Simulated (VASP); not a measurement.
Runs of VASP 6.6.1 on Au. The structure is that of space group Fm-3m (No. 225), or close to it. The cells are those of the table. 

```csv
task,cell,gap on the mesh (eV),pressure (GPa)
relaxation of cell and atoms,"relaxed to 40 GPa from a = 2.878 Å, angles 60.0°, 1 atom",none,40.2
single point,"a = 2.887 Å, angles 60.0°, 1 atom",none,(a)
relaxation of cell and atoms,"relaxed to 60 GPa from a = 2.878 Å, angles 60.0°, 1 atom",none,60.0
single point,"a = 2.746 Å, angles 60.0°, 1 atom",none,39.7
single point,"a = 2.704 Å, angles 60.0°, 1 atom",none,59.7
relaxation of cell and atoms,"relaxed from a = 2.878 Å, angles 60.0°, 1 atom",none,0.0
single point,"a = 2.803 Å, angles 60.0°, 1 atom",none,19.7
relaxation of cell and atoms,"relaxed to 20 GPa from a = 2.878 Å, angles 60.0°, 1 atom",none,20.0
```

Alike in all rows: level PBEsol; potentials or basis VASP PAW PBE potentials, release 64 (Au); no spin polarisation; k mesh 9 × 9 × 9; cutoff (eV) 500; smearing fermi-dirac 0.05 eV.

Task: Fill in the values left out.

Result: (a) -0.3.

Caveats: the PAW data sets were made with another functional, which shifts forces and pressure a little; spin-orbit coupling is left out, which moves the levels of the heavy elements; the cell is relaxed towards a set pressure, so the run minimises the enthalpy, not the energy (at least some runs); the cell stands under pressure (at least some runs).

A k mesh can miss the band edges, and the runs leave out spin-orbit coupling on Au.

A gap of «none» marks levels without a gap at the run's occupations.
